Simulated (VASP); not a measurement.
Crystal: ZrIn2Se3.

```
CELL_PARAMETERS angstrom
3.63819 0.00000 0.00000
0.00000 3.63819 0.00000
0.00000 0.00000 11.01510
ATOMIC_POSITIONS crystal
Zr 0.50000 0.50000 0.00000
In 0.50000 0.50000 0.32482
In 0.50000 0.50000 0.67518
Se 0.00000 0.00000 0.83907
Se 0.00000 0.00000 0.16093
Se 0.00000 0.00000 0.50000
```

The cell was built from a structure type or drawn by symmetry, and may not be a known phase.

* Program: VASP 6.6.1
* Task: relaxation of cell and atoms
* Functional: PBE
* Potentials or basis: VASP PAW PBE potentials, release 64 (Zr_sv, In_d, Se)
* Cutoff: 600 eV
* k mesh: 6 × 6 × 2
* Occupations: gaussian, width 0.1 eV
* Spin: no spin polarisation

At the start: pressure -5.0 GPa; volume 24.30 Å³/atom.

Q: How do energy, volume and symmetry change on relaxing?

A: Over 14 steps the energy falls by 145.7 meV/atom and the volume is 23.24 Å³/atom (-4.4 %); space group P4/mmm (No. 123, to 0.1 Å) before and after.

Step by step:
| step | energy change (eV) | largest force (eV/Å) | pressure (GPa) | volume (Å³) |
| --- | --- | --- | --- | --- |
| 1 | 0.0000 | 1.9144 | -4.97 | 145.80 |
| 2 | -0.5566 | 1.1477 | 1.31 | 130.43 |
| 3 | -0.5653 | 0.9583 | 2.65 | 128.13 |
| 4 | -0.7123 | 0.2290 | 1.62 | 131.22 |
| 5 | -0.7287 | 0.1386 | 1.29 | 132.67 |
| 6 | -0.8094 | 0.2196 | -0.60 | 137.44 |
| 7 | -0.8232 | 0.3004 | -1.73 | 141.11 |
| 8 | -0.8649 | 0.2191 | -0.38 | 139.75 |
| 9 | -0.8652 | 0.2129 | -0.26 | 139.64 |
| 10 | -0.8722 | 0.0919 | 0.14 | 138.87 |
| 11 | -0.8725 | 0.0737 | 0.25 | 138.65 |
| 12 | -0.8736 | 0.0573 | -0.02 | 139.31 |
| 13 | -0.8736 | 0.0544 | -0.07 | 139.42 |
| 14 | -0.8742 | 0.0346 | -0.04 | 139.45 |

Final structure:
```yaml
crystal:
  lattice:
    - [3.51856, 0.00000, 0.00000]
    - [0.00000, 3.51856, 0.00000]
    - [0.00000, 0.00000, 11.26415]
  atoms:
    - { symbol: Zr, position: [0.50000, 0.50000, 0.00000] }
    - { symbol: In, position: [0.50000, 0.50000, 0.34045] }
    - { symbol: In, position: [0.50000, 0.50000, 0.65955] }
    - { symbol: Se, position: [0.00000, 0.00000, 0.86489] }
    - { symbol: Se, position: [0.00000, 0.00000, 0.13511] }
    - { symbol: Se, position: [0.00000, 0.00000, 0.50000] }
```
